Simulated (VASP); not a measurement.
A run of VASP 6.6.1:

INCAR

```
  PREC = Accurate
  ENCUT = 520
  EDIFF = 1E-6
  ISMEAR = 1
  SIGMA = 0.15
  LREAL = False
  LASPH = True
  NELM = 100
  ALGO = Normal
  ISIF = 2
  LWAVE = False
  LCHARG = True
  GGA = PS
  LELF = True
  LVHAR = True
  NBANDS = 20
```

The input KPOINTS:

```
regular mesh
0
Gamma
  8 8 8
```

File POSCAR:

```
CaH3Pd
1.0
    3.7067160000      0.0000000000      0.0000000000
    0.0000000000      3.7067160000      0.0000000000
    0.0000000000      0.0000000000      3.7067160000
Ca H Pd
1 3 1
Direct
    0.5000000000      0.5000000000      0.5000000000
    0.5000000000      0.0000000000      0.0000000000
    0.0000000000      0.5000000000      0.0000000000
    0.0000000000      0.0000000000      0.5000000000
    0.0000000000      0.0000000000      0.0000000000
```

Potentials or basis: VASP PAW PBE potentials, release 64 (Ca_sv, H, Pd).

The run is started by

```bash
$ cat potpaw_PBE.64/Ca_sv/POTCAR potpaw_PBE.64/H/POTCAR potpaw_PBE.64/Pd/POTCAR > POTCAR
$ mpirun -np 1 vasp_std > vasp.out
```

Hardware: 1 thread of Intel(R) Xeon(R) Platinum 8488C (Sapphire Rapids) (shared host).

How long does it take, and how much memory?

Run time: 19 s on 1 thread of Intel(R) Xeon(R) Platinum 8488C (Sapphire Rapids), with other jobs on the host, peak memory 0.18 GiB. Counts: scf iterations 14, k points 35.
